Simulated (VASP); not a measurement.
Crystal: Mg2H.

```
Mg H
1.0
     0.00000    2.76598    2.76598
     2.76598    0.00000    2.76598
     2.76598    2.76598    0.00000
Mg H
2 1
Direct
  0.25000 0.25000 0.25000
  0.75000 0.75000 0.75000
  0.00000 0.00000 0.00000
```

```yaml
Program: VASP 6.6.1
Task: relaxation of cell and atoms
Functional: PBE
Potentials_or_basis: VASP PAW PBE potentials, release 64 (Mg, H)
Cutoff: 600 eV
k_mesh: 6 × 6 × 6
Occupations: gaussian, width 0.1 eV
Spin: no spin polarisation
```

At the start: pressure 9.1 GPa; volume 14.11 Å³/atom.

Q: How do energy, volume and symmetry change on relaxing?

A: Over 4 steps the energy falls by 70.1 meV/atom and the volume is 17.02 Å³/atom (+20.7 %); space group Fm-3m (No. 225, to 0.05 Å).

Step by step:
```csv
step,energy change (eV),largest force (eV/Å),pressure (GPa),volume (Å³)
1,0.0000,0.0000,9.05,42.32
2,-0.1805,0.0000,2.85,47.40
3,-0.2072,0.0000,-0.77,52.19
4,-0.2102,0.0000,-0.07,51.06
```

Final structure:
```
Mg H
1.0
     0.00000    2.94463    2.94463
     2.94463    0.00000    2.94463
     2.94463    2.94463    0.00000
Mg H
2 1
Direct
  0.25000 0.25000 0.25000
  0.75000 0.75000 0.75000
  0.00000 0.00000 0.00000
```

Caveat: the volume moved by over 15 % at a fixed basis, so the end points are rough.
